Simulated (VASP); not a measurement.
# Mn (Pm-3m) in VASP: notebook

Mn is run at these levels: LDA; tasks: relaxation of cell and atoms.

Everything below comes from runs of VASP 6.6.1. Logs are shortened: lines on timing, memory, paths and dates and some standing lists are left out, and cuts for length are marked.

## Step 1: The cell of the first run

It takes space group Pm-3m (No. 221, cubic). The conventional cell has a = 2.039 Å, b = 2.039 Å, c = 2.039 Å, α = 90.00°, β = 90.00°, γ = 90.00°. Mn (site symmetry m-3m) has 6 Mn at 2.04 Å within 2.7 Å.

## Step 2: Relaxation of cell and atoms, LDA, collinear spin, ferromagnetic start, target pressure 120 GPa, at which the enthalpy is minimised

Input file INCAR:

```
SYSTEM = Mn
  PREC = Accurate
  ENCUT = 600
  EDIFF = 1E-7
  ISMEAR = -1
  SIGMA = 0.05
  LREAL = .False.
  LASPH = .True.
  NELM = 150
  ALGO = Normal
  ISIF = 3
  LWAVE = .False.
  LCHARG = .False.
  ISPIN = 2
  MAGMOM = 3
  LORBIT = 11
  LMAXMIX = 4
  GGA = CA
  IBRION = 2
  NSW = 60
  EDIFFG = -0.005
  PSTRESS = 1200.0
```

Input file KPOINTS:

```
Automatic mesh
0
Gamma
  18 18 18
  0 0 0
```

Input file POSCAR:

```
Mn
1.0
    2.0387228823      0.0000000000      0.0000000000
    0.0000000000      2.0387228823      0.0000000000
    0.0000000000      0.0000000000      2.0387228823
Mn
1
Direct
    0.0000000000      0.0000000000      0.0000000000
```

Potentials or basis: VASP PAW LDA potentials, release 64 (Mn_pv).

Started as:

```bash
> cat potpaw_LDA.64/Mn_pv/POTCAR > POTCAR
> mpirun -np 1 vasp_std > vasp.out
```

OUTCAR:

```text
SYSTEM = Mn
   PREC = Accurate
   ENCUT = 600
   EDIFF = 1E-7
   ISMEAR = -1
   LREAL = .False.
   LASPH = .True.
   NELM = 150
   ISIF = 3
   ISPIN = 2
   LORBIT = 11
   GGA = CA
   IBRION = 2
   NSW = 60
   EDIFFG = -0.005
   PSTRESS = 1200.0

 ion  position               nearest neighbor table
   1  0.000  0.000  0.000-

  LATTYP: Found a simple cubic cell.
 ALAT       =     2.0387228823

  Lattice vectors:

 A1 = (   2.0387228823,   0.0000000000,   0.0000000000)
 A2 = (   0.0000000000,   2.0387228823,   0.0000000000)
 A3 = (   0.0000000000,   0.0000000000,   2.0387228823)

Analysis of symmetry for initial positions (statically):
=====================================================================
 Subroutine PRICEL returns:
 Original cell was already a primitive cell.

 Routine SETGRP: Setting up the symmetry group for a
 simple cubic supercell.

 Subroutine GETGRP returns: Found 48 space group operations
 (whereof 48 operations were pure point group operations)
 out of a pool of 48 trial point group operations.

The static configuration has the point symmetry O_h .

Analysis of symmetry for dynamics (positions and initial velocities):
=====================================================================
 Subroutine PRICEL returns:
 Original cell was already a primitive cell.

 Routine SETGRP: Setting up the symmetry group for a
 simple cubic supercell.

 Subroutine GETGRP returns: Found 48 space group operations
 (whereof 48 operations were pure point group operations)
 out of a pool of 48 trial point group operations.

The dynamic configuration has the point symmetry O_h .

Analysis of structural, dynamic, and magnetic symmetry:
=====================================================================
 Subroutine PRICEL returns:
 Original cell was already a primitive cell.

 Routine SETGRP: Setting up the symmetry group for a
 simple cubic supercell.

 Subroutine GETGRP returns: Found 48 space group operations
 (whereof 48 operations were pure point group operations)
 out of a pool of 48 trial point group operations.

The overall configuration has the point symmetry O_h .

 Subroutine INISYM returns: Found 48 space group operations
 (whereof 48 operations are pure point group operations),
 and found     1 'primitive' translations

----------------------------------------------------------------------------------------

                                     Primitive cell

  volume of cell :       8.4737

  direct lattice vectors                    reciprocal lattice vectors
[... 103 lines left out ...]
   IMIX   =      4    mixing-type and parameters
     AMIX     =   0.40;   BMIX     =  1.00
     AMIX_MAG =   1.60;   BMIX_MAG =  1.00
  volume/ion in A,a.u.               =       8.47        57.18
  Fermi-wavevector in a.u.,A,eV,Ry     =   1.888126  3.568042 48.505064  3.565022
  Thomas-Fermi vector in A             =   2.930012
   LORBIT       =     11    0 simple, 1 ext, 2 COOP (PROOUT), +10 PAW based schemes
   GGA     = CA    functional components
   LHFCALC =     F    Hartree Fock is set to
   AEXX    =    0.0000 exact exchange contribution
   IVDW    =     0    specifies the selected vdW correction
   LEPSILON=     F    determine dielectric tensor
   LRPA    =     F    only Hartree local field effects (RPA)
 conjugate gradient relaxation of ions
 spin polarized calculation
  energy-cutoff  :      600.00
  volume of cell :        8.47
 maximum number of plane-waves:       300
   NGX =  9   NGY =  9   NGZ =  9

--------------------------------------- Ionic step        1  -------------------------------------------

 number of electron      13.0000013 magnetization       0.0002981

 number of electron      13.0000013 magnetization      -0.0000003

 Free energy of the ion-electron system (eV)
  ---------------------------------------------------
  ext. energy  EPLUGINS =         0.00000000
  ---------------------------------------------------
  free energy    TOTEN  =        -8.42967962 eV

  energy without entropy =       -8.41959823  energy(sigma->0) =       -8.42463892

------------------------ aborting loop because EDIFF is reached ----------------------------------------

  FORCE on cell =-STRESS in cart. coord.  units (eV):
  Direction    XX          YY          ZZ          XY          YZ          ZX
  --------------------------------------------------------------------------------------
  -------------------------------------------------------------------------------------
  Total        6.6503278      6.6503278      6.6503278      0.0000000      0.0000000      0.0000000
  in kB     1257.4161827   1257.4161827   1257.4161827      0.0000000      0.0000000      0.0000000
  external PRESSURE =      57.4161827 kB  Pullay stress =    1200.0000000 kB
[... 65 lines left out ...]
 number of electron      13.0000005 magnetization       0.0000114

 number of electron      13.0000005 magnetization      -0.0000014

 Free energy of the ion-electron system (eV)
  ---------------------------------------------------
  ext. energy  EPLUGINS =         0.00000000
  ---------------------------------------------------
  free energy    TOTEN  =        -8.48196118 eV

  energy without entropy =       -8.47187732  energy(sigma->0) =       -8.47691925

 E-fermi :  14.4384     XC(G=0): -15.6827

 val. band max:       14.4313452968   @ k =   0.4444   0.2222   0.0000
 cond. band min:      14.4439771399   @ k =   0.5000   0.5000   0.0556
 fundamental gap:      0.0126318431
 Fermi energy:        14.4384158559

 spin component 1

 k-point     1 :       0.0000    0.0000    0.0000
  band No.  band energies     occupation
      1     -32.6230      1.00000
      2     -32.6230      1.00000
      3     -32.6230      1.00000
      4       5.0747      1.00000
      5       8.8094      1.00000
      6       8.8094      1.00000
      7      17.0939      0.00000
      8      17.0939      0.00000
      9      17.0939      0.00000
     10      39.4314      0.00000
     11      39.4314      0.00000
     12      39.4314      0.00000
[... 333 lines left out ...]
      1     -34.3576      1.00000
      2     -32.7333      1.00000
      3     -32.4374      1.00000
      4       8.8324      1.00000
      5      10.0301      1.00000
      6      11.9437      1.00000
      7      14.8231      0.00046
      8      15.0890      0.00000
      9      16.9453      0.00000
     10      27.4632      0.00000
     11      39.0531      0.00000
     12      43.4639      0.00000

 [... further k-points ...]

 spin component 2

 k-point     1 :       0.0000    0.0000    0.0000
  band No.  band energies     occupation
      1     -32.6230      1.00000
      2     -32.6230      1.00000
      3     -32.6230      1.00000
      4       5.0747      1.00000
      5       8.8094      1.00000
      6       8.8094      1.00000
      7      17.0939      0.00000
      8      17.0939      0.00000
      9      17.0939      0.00000
     10      39.4314      0.00000
     11      39.4314      0.00000
     12      39.4314      0.00000
[... 377 lines left out ...]
  energy  without entropy=       -8.4718773235  energy(sigma->0) =       -8.47691925

  enthalpy is  TOTEN    =        -2.0842081376 eV   P V=        6.3977530389

 reached required accuracy - stopping structural energy minimisation

 total charge

# of ion       s       p       d       tot
------------------------------------------
    1        0.539   6.510   5.747  12.796

 magnetization (x)

# of ion       s       p       d       tot
------------------------------------------
    1       -0.000  -0.000   0.000  -0.000
```

Wall time 71 s (1 thread of Intel Xeon 8259CL, shared host); peak memory 0.15 GiB.

Results:

```yaml
Free_energy: -8.4820 eV
Relaxed_volume: 8.54 Å³/atom
Relaxed_cell: a = 2.044 Å, b = 2.044 Å, c = 2.044 Å, α = 90.00°, β = 90.00°, γ = 90.00°
Space_group_after_relaxing_to_0.05_Å: Pm-3m (No. 221)
Energy_change_on_relaxing_the_enthalpy_is_what_falls: -52.3 meV/atom
Ionic_steps: 3
Pressure_after_relaxing: 120.0 GPa
Net_moment: 0.00 μB per cell
Valence_electrons_inside_the_program's_atomic_spheres: Mn 12.80
```

Step by step:
```csv
step,energy change (eV),largest force (eV/Å),pressure (GPa),volume (Å³)
1,0.0000,0.0000,125.74,8.47
2,-0.2601,0.0000,95.72,8.85
3,-0.0523,0.0000,119.96,8.54
```

Final structure:
```
CELL_PARAMETERS angstrom
2.04418 0.00000 0.00000
0.00000 2.04418 0.00000
0.00000 0.00000 2.04418
ATOMIC_POSITIONS crystal
Mn 0.00000 0.00000 0.00000
```

Caveat: the starting moments collapsed, and a magnetic state may lie lower; the cell is relaxed towards a set pressure, so the enthalpy falls and the energy may rise.

(Part 1 of 2 ends here.)
